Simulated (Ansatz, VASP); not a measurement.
# Ge in VASP and in Ansatz

```
Ge
1.0
     0.00000   -2.83786   -2.83786
     0.00000    2.83786   -2.83786
     5.67572    0.00000    0.00000
Ge
4
Direct
  0.56884 0.50481 0.00000
  0.95230 0.01634 0.50000
  0.04770 0.49519 0.25000
  0.43116 0.98366 0.75000
```

Change from the starting cell: mode 4 frozen in at -0.235 Å and mode 12 at -0.060 Å (largest displacements).

Alike in both runs: task single point; functional PBEsol; k mesh 12 × 12 × 8; occupations gaussian, width 0.15 eV; no spin polarisation.

|  | VASP | Ansatz |
| --- | --- | --- |
| version | VASP 6.6.1 | Ansatz 0.2.0 |
| potentials or method | VASP PAW PBE potentials, release 64 (Ge_d), cutoff 520 eV | scalar-relativistic, plane waves, PAW |
| valence electrons in the cell | 56 | 56 |

```tsv
	VASP	Ansatz	Ansatz less VASP
gap on the k mesh at the Fermi level (eV)	none	none	-
pressure (GPa)	-0.4	-0.4	+0.08
traceless stress, the component that is largest in VASP (GPa)	-3.14	-3.17	-0.022
rms of the force components (eV/Å)	0.758	0.760	+0.0012
```

VASP's potentials were made for PBE, not for PBEsol, and Ansatz warns of the same on its side. Atom by atom the forces differ by 0.003 eV/Å (rms over components). A gap of «none» marks a metal or a gap that the smearing closes. With one functional, cell and mesh, what is left measures potentials, basis and numerics.
